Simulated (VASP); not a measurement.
# CdF2 (Fm-3m) in VASP: a series of runs

Runs on CdF2. Level: r2SCAN. Tasks: single point.

Everything below comes from runs of VASP 6.6.1. Logs are shortened: lines on timing, memory, paths and dates and some standing lists are left out, and cuts for length are marked.

**1. The cell of the first run**

The structure is cubic, space group Fm-3m (No. 225). Conventional cell: a = 5.084 Å, b = 5.084 Å, c = 5.084 Å, α = 90.00°, β = 90.00°, γ = 90.00°. Cd (site symmetry m-3m) has 8 F at 2.20 Å within 2.9 Å. Within 2.9 Å of F (site symmetry -43m) lie 4 Cd at 2.20 Å and 6 F at 2.54 Å.

**2. Single point, r2SCAN**

File POSCAR:

```
CdF2
1.0
    0.0000000000      2.5417668226      2.5417668226
    2.5417668226      0.0000000000      2.5417668226
    2.5417668226      2.5417668226      0.0000000000
Cd F
1 2
Direct
    0.0000000000      0.0000000000      0.0000000000
    0.2500000000      0.2500000000      0.2500000000
    0.7500000000      0.7500000000      0.7500000000
```

File INCAR.step1:

```
PREC = Accurate
ENCUT = 520
ISMEAR = 0
SIGMA = 0.02
LREAL = F
LASPH = T
NELM = 100
NBANDS = 20
GGA = PE
ALGO = Normal
EDIFF = 1E-4
LWAVE = T
LCHARG = F
```

File INCAR.step2:

```
PREC = Accurate
ENCUT = 520
EDIFF = 1E-6
ISMEAR = 0
SIGMA = 0.02
LREAL = F
LASPH = T
NELM = 100
ALGO = Normal
ISIF = 2
LWAVE = F
LCHARG = F
METAGGA = R2SCAN
LMIXTAU = T
NBANDS = 20
ISTART = 1
```

File KPOINTS:

```
Automatic mesh
0
Gamma
  8 8 8
```

Potentials or basis: VASP PAW PBE potentials, release 64 (Cd, F).

Started as:

```sh
> cat potpaw_PBE.64/Cd/POTCAR potpaw_PBE.64/F/POTCAR > POTCAR
> cp INCAR.step1 INCAR
> mpirun -np 1 vasp_std > vasp.out
> cp INCAR.step2 INCAR
> mpirun -np 1 vasp_std > vasp.out
```

OUTCAR:

```text
PREC = Accurate
   ENCUT = 520
   EDIFF = 1E-6
   ISMEAR = 0
   LREAL = F
   LASPH = T
   NELM = 100
   ISIF = 2
   METAGGA = R2SCAN
   ISTART = 1

 ion  position               nearest neighbor table
   1  0.000  0.000  0.000-   3 2.20   3 2.20   3 2.20   2 2.20   3 2.20   2 2.20   2 2.20   2 2.20

   2  0.250  0.250  0.250-   1 2.20   1 2.20   1 2.20   1 2.20
   3  0.750  0.750  0.750-   1 2.20   1 2.20   1 2.20   1 2.20

  LATTYP: Found a face centered cubic cell.
 ALAT       =     5.0835336452

  Lattice vectors:

 A1 = (   0.0000000000,   2.5417668226,   2.5417668226)
 A2 = (   2.5417668226,   0.0000000000,   2.5417668226)
 A3 = (   2.5417668226,   2.5417668226,   0.0000000000)

Analysis of symmetry for initial positions (statically):
=====================================================================
 Subroutine PRICEL returns:
 Original cell was already a primitive cell.

 Routine SETGRP: Setting up the symmetry group for a
 face centered cubic supercell.

 Subroutine GETGRP returns: Found 48 space group operations
 (whereof 48 operations were pure point group operations)
 out of a pool of 48 trial point group operations.

The static configuration has the point symmetry O_h .

Analysis of symmetry for dynamics (positions and initial velocities):
=====================================================================
 Subroutine PRICEL returns:
 Original cell was already a primitive cell.

 Routine SETGRP: Setting up the symmetry group for a
 face centered cubic supercell.

 Subroutine GETGRP returns: Found 48 space group operations
 (whereof 48 operations were pure point group operations)
 out of a pool of 48 trial point group operations.

The dynamic configuration has the point symmetry O_h .

 Subroutine INISYM returns: Found 48 space group operations
 (whereof 48 operations are pure point group operations),
 and found     1 'primitive' translations

----------------------------------------------------------------------------------------

                                     Primitive cell

  volume of cell :      32.8426

  direct lattice vectors                    reciprocal lattice vectors
     0.000000000  2.541766823  2.541766823    -0.196713560  0.196713560  0.196713560
     2.541766823  0.000000000  2.541766823     0.196713560 -0.196713560  0.196713560
     2.541766823  2.541766823  0.000000000     0.196713560  0.196713560 -0.196713560

  length of vectors
     3.594601113  3.594601113  3.594601113     0.340717880  0.340717880  0.340717880

  position of ions in fractional coordinates (direct lattice)
     0.000000000  0.000000000  0.000000000
     0.250000000  0.250000000  0.250000000
     0.750000000  0.750000000  0.750000000

  ion indices of the primitive-cell ions
   primitive index   ion index
                 1           1
                 2           2
                 3           3

----------------------------------------------------------------------------------------

 KPOINTS: Automatic mesh

Automatic generation of k-mesh.
 Grid dimensions read from file:
 generate k-points for:    8    8    8

 Generating k-lattice:

  Cartesian coordinates                     Fractional coordinates (reciprocal lattice)
    -0.024589195  0.024589195  0.024589195     0.125000000  0.000000000  0.000000000
     0.024589195 -0.024589195  0.024589195     0.000000000  0.125000000  0.000000000
     0.024589195  0.024589195 -0.024589195     0.000000000  0.000000000  0.125000000

  Length of vectors
     0.042589735  0.042589735  0.042589735

  Shift w.r.t. Gamma in fractional coordinates (k-lattice)
     0.000000000  0.000000000  0.000000000

 Subroutine IBZKPT returns following result:
 ===========================================

 Found     29 irreducible k-points:

 Following reciprocal coordinates:
            Coordinates               Weight
  0.000000  0.000000  0.000000      1.000000
  0.125000  0.000000  0.000000      8.000000
  0.250000  0.000000  0.000000      8.000000
  0.375000  0.000000  0.000000      8.000000
  0.500000  0.000000  0.000000      4.000000
  0.125000  0.125000  0.000000      6.000000
[... 16 lines left out ...]
  0.500000  0.250000  0.125000     48.000000
 -0.375000  0.250000  0.125000     24.000000
 [... further k-points ...]
   k-points           NKPTS =     29   k-points in BZ     NKDIM =     29   number of bands    NBANDS=     20
   number of dos      NEDOS =    301   number of ions     NIONS =      3
   total plane-waves  NPLWV =  21952
   dimension x,y,z NGX =    28 NGY =   28 NGZ =   28
   dimension x,y,z NGXF=    56 NGYF=   56 NGZF=   56
   ions per type =               1   2
   NGX,Y,Z   is equivalent  to a cutoff of  12.95, 12.95, 12.95 a.u.
   NGXF,Y,Z  is equivalent  to a cutoff of  25.90, 25.90, 25.90 a.u.
 SYSTEM =  unknown system
   PREC   = accura    normal or accurate (medium, high low for compatibility)
   ISTART =      1    job   : 0-new  1-cont  2-samecut
   ICHARG =      0    charge: 1-file 2-atom 10-const
   ISPIN  =      1    spin polarized calculation?
   LNONCOLLINEAR =      F non collinear calculations
   LSORBIT =      F    spin-orbit coupling
   LASPH  =      T    aspherical Exc in radial PAW
   ENCUT  =  520.0 eV  38.22 Ry    6.18 a.u.   6.68  6.68  6.68*2*pi/ulx,y,z
   NELM   =    100;   NELMIN=  2; NELMDL=  0     # of ELM steps
   EDIFF  = 0.1E-05   stopping-criterion for ELM
   LREAL  =      F    real-space projection
   EDIFFG = 0.1E-04   stopping-criterion for IOM
   NSW    =      0    number of steps for IOM
   IBRION =     -1    ionic relax: 0-MD 1-quasi-New 2-CG
   NFREE  =      0    steps in history (QN), initial steepest desc. (CG)
   ISIF   =      2    stress and relaxation
   ISYM   =      2    0-nonsym 1-usesym 2-fastsym
   POTIM  = 0.5000    time-step for ionic-motion
   TEBEG  =    0.0;   TEEND  =   0.0 temperature during run
   PSTRESS=    0.0 pullay stress
   NELECT =      26.0000    total number of electrons
   NUPDOWN=      -1.0000    fix difference up-down
   EMIN   =  10.00;   EMAX   =-10.00  energy-range for DOS
   EFERMI =   0.00;   METHOD = LEGACY
   ISMEAR =     0;   SIGMA  =   0.02  broadening in eV -4-tet -1-fermi 0-gaus
   EFERMI_NEDOS =   21; number of points for ismear=-14 and -15
   IALGO  =     38    algorithm
   IMIX   =      4    mixing-type and parameters
     AMIX     =   0.40;   BMIX     =  1.00
     AMIX_MAG =   1.60;   BMIX_MAG =  1.00
  volume/ion in A,a.u.               =      10.95        73.88
  Fermi-wavevector in a.u.,A,eV,Ry     =   1.514445  2.861887 31.205566  2.293544
  Thomas-Fermi vector in A             =   2.624102
   LORBIT       =      0    0 simple, 1 ext, 2 COOP (PROOUT), +10 PAW based schemes
   METAGGA = R2SCAN    functional components
   LHFCALC =     F    Hartree Fock is set to
   AEXX    =    0.0000 exact exchange contribution
   IVDW    =     0    specifies the selected vdW correction
   LEPSILON=     F    determine dielectric tensor
   LRPA    =     F    only Hartree local field effects (RPA)
 non-spin polarized calculation
 Gauss-broadening in eV      SIGMA  =   0.02
  energy-cutoff  :      520.00
  volume of cell :       32.84
 maximum number of plane-waves:       905
   NGX = 13   NGY = 13   NGZ = 13

 number of electron      25.9999986 magnetization

 Free energy of the ion-electron system (eV)
  ---------------------------------------------------
  ext. energy  EPLUGINS =         0.00000000
  ---------------------------------------------------
  free energy    TOTEN  =       -33.14286987 eV

  energy without entropy =      -33.14286987  energy(sigma->0) =      -33.14286987

 E-fermi :  -0.1303     XC(G=0): -12.1047

 val. band max:       -0.3366899699   @ k =  -0.2500   0.5000   0.2500
 cond. band min:       4.0467669274   @ k =   0.0000   0.0000   0.0000
 fundamental gap:      4.3834568973
 Fermi energy:        -0.1303121069

 k-point     1 :       0.0000    0.0000    0.0000
  band No.  band energies     occupation
      1     -23.4700      2.00000
      2     -21.8321      2.00000
      3      -6.8266      2.00000
      4      -6.8266      2.00000
      5      -6.8266      2.00000
      6      -4.6276      2.00000
[... 12 lines left out ...]
     19      21.8444      0.00000
     20      21.8444      0.00000

 k-point     2 :       0.1250    0.0000    0.0000
  band No.  band energies     occupation
      1     -23.3971      2.00000
      2     -21.9032      2.00000
      3      -6.7382      2.00000
      4      -6.7382      2.00000
      5      -6.5791      2.00000
      6      -4.6767      2.00000
[... 12 lines left out ...]
     19      21.4849      0.00000
     20      21.4849      0.00000

 k-point     3 :       0.2500    0.0000    0.0000
  band No.  band energies     occupation
      1     -23.1997      2.00000
      2     -22.0893      2.00000
      3      -6.5260      2.00000
      4      -6.5260      2.00000
      5      -5.9014      2.00000
      6      -4.7354      2.00000
[... 12 lines left out ...]
     19      20.8087      0.00000
     20      21.9933      0.00000

 k-point     4 :       0.3750    0.0000    0.0000
  band No.  band energies     occupation
      1     -22.9308      2.00000
      2     -22.3391      2.00000
      3      -6.3359      2.00000
      4      -6.3359      2.00000
      5      -4.9708      2.00000
      6      -4.6464      2.00000
[... 12 lines left out ...]
     19      20.2049      0.00000
     20      21.4462      0.00000

 k-point     5 :       0.5000    0.0000    0.0000
  band No.  band energies     occupation
      1     -22.6981      2.00000
      2     -22.5626      2.00000
      3      -6.2725      2.00000
      4      -6.2725      2.00000
      5      -4.5196      2.00000
      6      -4.5195      2.00000
[... 12 lines left out ...]
     19      19.9072      0.00000
     20      20.9708      0.00000

 k-point     6 :       0.1250    0.1250    0.0000
  band No.  band energies     occupation
      1     -23.3740      2.00000
      2     -21.9234      2.00000
      3      -6.7092      2.00000
      4      -6.7092      2.00000
      5      -6.4872      2.00000
      6      -4.8300      2.00000
[... 12 lines left out ...]
     19      21.6263      0.00000
     20      21.9715      0.00000

 k-point     7 :       0.2500    0.1250    0.0000
  band No.  band energies     occupation
      1     -23.2230      2.00000
      2     -22.0625      2.00000
      3      -6.5277      2.00000
      4      -6.5191      2.00000
      5      -5.9598      2.00000
      6      -5.0579      2.00000
[... 12 lines left out ...]
     19      21.7677      0.00000
     20      23.2128      0.00000
[... 277 lines left out ...]
 k-point    20 :      -0.3750    0.3750    0.0000
  band No.  band energies     occupation
      1     -22.6653      2.00000
      2     -22.5301      2.00000
      3      -6.4577      2.00000
      4      -5.4172      2.00000
      5      -5.1615      2.00000
      6      -5.0112      2.00000
[... 12 lines left out ...]
     19      22.5273      0.00000
     20      23.4294      0.00000

 k-point    21 :       0.5000    0.5000    0.0000
  band No.  band energies     occupation
      1     -22.7700      2.00000
      2     -22.4117      2.00000
      3      -6.7994      2.00000
      4      -5.1899      2.00000
      5      -5.1899      2.00000
      6      -4.4431      2.00000
[... 12 lines left out ...]
     19      22.0443      0.00000
     20      23.1109      0.00000

 k-point    22 :       0.3750    0.2500    0.1250
  band No.  band energies     occupation
      1     -23.0595      2.00000
      2     -22.2052      2.00000
      3      -6.3847      2.00000
      4      -6.2514      2.00000
      5      -5.3767      2.00000
      6      -5.3438      2.00000
[... 12 lines left out ...]
     19      21.4562      0.00000
     20      24.7641      0.00000

 k-point    23 :       0.5000    0.2500    0.1250
  band No.  band energies     occupation
      1     -22.8422      2.00000
      2     -22.3962      2.00000
      3      -6.2750      2.00000
      4      -5.9961      2.00000
      5      -5.3537      2.00000
      6      -4.7358      2.00000
[... 12 lines left out ...]
     19      20.8162      0.00000
     20      24.4146      0.00000

 k-point    24 :      -0.3750    0.2500    0.1250
  band No.  band energies     occupation
      1     -22.6469      2.00000
      2     -22.5788      2.00000
      3      -6.2374      2.00000
      4      -5.9370      2.00000
      5      -5.1208      2.00000
      6      -4.8158      2.00000
[... 12 lines left out ...]
     19      20.4715      0.00000
     20      24.5377      0.00000

 [... further k-points ...]

------------------------ aborting loop because EDIFF is reached ----------------------------------------

  FORCE on cell =-STRESS in cart. coord.  units (eV):
  Direction    XX          YY          ZZ          XY          YZ          ZX
  --------------------------------------------------------------------------------------
  -------------------------------------------------------------------------------------
  Total        6.6913688      6.6913688      6.6913688     -0.0000000      0.0000000      0.0000000
  in kB      326.4287727    326.4287727    326.4287727     -0.0000000      0.0000000      0.0000000
  external PRESSURE =     326.4287727 kB  Pullay stress =       0.0000000 kB

 VOLUME and BASIS-vectors are now :
 -----------------------------------------------------------------------------
  energy-cutoff  :      520.00
  volume of cell :       32.84
      direct lattice vectors                 reciprocal lattice vectors
     0.000000000  2.541766823  2.541766823    -0.196713560  0.196713560  0.196713560
     2.541766823  0.000000000  2.541766823     0.196713560 -0.196713560  0.196713560
     2.541766823  2.541766823  0.000000000     0.196713560  0.196713560 -0.196713560

 POSITION                                       TOTAL-FORCE (eV/Angst)
 -----------------------------------------------------------------------------------
      0.00000      0.00000      0.00000        -0.000000     -0.000000     -0.000000
      1.27088      1.27088      1.27088         0.000000      0.000000      0.000000
      3.81265      3.81265      3.81265        -0.000000     -0.000000     -0.000000
 -----------------------------------------------------------------------------------
    total drift:                                0.000000      0.000000      0.000000

  FREE ENERGIE OF THE ION-ELECTRON SYSTEM (eV)
  ---------------------------------------------------
  free  energy   TOTEN  =       -33.1428698668 eV

  energy  without entropy=      -33.1428698668  energy(sigma->0) =      -33.14286987
```

It took 73 s on 1 thread of Intel Xeon 8259CL, shared host; peak memory 0.17 GiB.

What came out:

| Item | Value |
| --- | --- |
| Free energy | -33.1429 eV |
| Pressure | 32.6 GPa |
| Band gap on the k mesh | 4.38 eV (least direct gap 4.60 eV) |

Caveat: the cell stands under pressure; the PAW data sets were made with another functional, which shifts forces and pressure a little.

**3. Single point, r2SCAN**

POSCAR is that of step 2.

File INCAR.step1:

```
SYSTEM = CdF2
  PREC = Accurate
  ENCUT = 520
  ISMEAR = 0
  SIGMA = 0.02
  LREAL = .FALSE.
  LASPH = .TRUE.
  NELM = 60
  NBANDS = 20
  GGA = PE
  ALGO = Normal
  EDIFF = 1E-4
  LWAVE = .TRUE.
  LCHARG = .FALSE.
```

File INCAR.step2:

```
SYSTEM = CdF2
  PREC = Accurate
  ENCUT = 520
  EDIFF = 1E-7
  ISMEAR = 0
  SIGMA = 0.02
  LREAL = .FALSE.
  LASPH = .TRUE.
  NELM = 60
  ALGO = Normal
  ISIF = 2
  LWAVE = .FALSE.
  LCHARG = .FALSE.
  METAGGA = R2SCAN
  LMIXTAU = .TRUE.
  NBANDS = 20
  ISTART = 1
```

File KPOINTS:

```
Automatic mesh
0
G
  8 8 8
  0 0 0
```

Potentials or basis: VASP PAW PBE potentials, release 64 (Cd, F).

Started as:

```sh
> cat potpaw_PBE.64/Cd/POTCAR potpaw_PBE.64/F/POTCAR > POTCAR
> cp INCAR.step1 INCAR
> mpirun -np 1 vasp_std > vasp.out
> cp INCAR.step2 INCAR
> mpirun -np 1 vasp_std > vasp.out
```

Run time: 83 s. Hardware: 1 thread of Intel Xeon 8259CL, shared host; peak memory 0.17 GiB.

The run converged. Its results:

```yaml
Free_energy: -33.1429 eV
Pressure: 32.6 GPa
Band_gap_on_the_k_mesh: 4.38 eV (least direct gap 4.60 eV)
```

Levels at points of the mesh, in eV from the valence-band top:
| k point | band 10 | band 11 | band 12 | band 13 | band 14 | band 15 | band 16 | band 17 |
| --- | --- | --- | --- | --- | --- | --- | --- | --- |
| (0.00, 0.00, 0.00) | -1.56 | -0.21 | -0.21 | -0.21 | 4.38 | 14.40 | 14.40 | 14.40 |
| (0.50, 0.00, 0.00) | -2.66 | -2.66 | -0.23 | -0.23 | 9.43 | 10.19 | 17.24 | 17.24 |
| (0.50, 0.50, 0.00) | -3.18 | -0.96 | -0.12 | -0.12 | 10.39 | 11.60 | 12.54 | 16.98 |

Caveat: the cell stands under pressure; the PAW data sets were made with another functional, which shifts forces and pressure a little.

(Continued in part 2 of 3.)
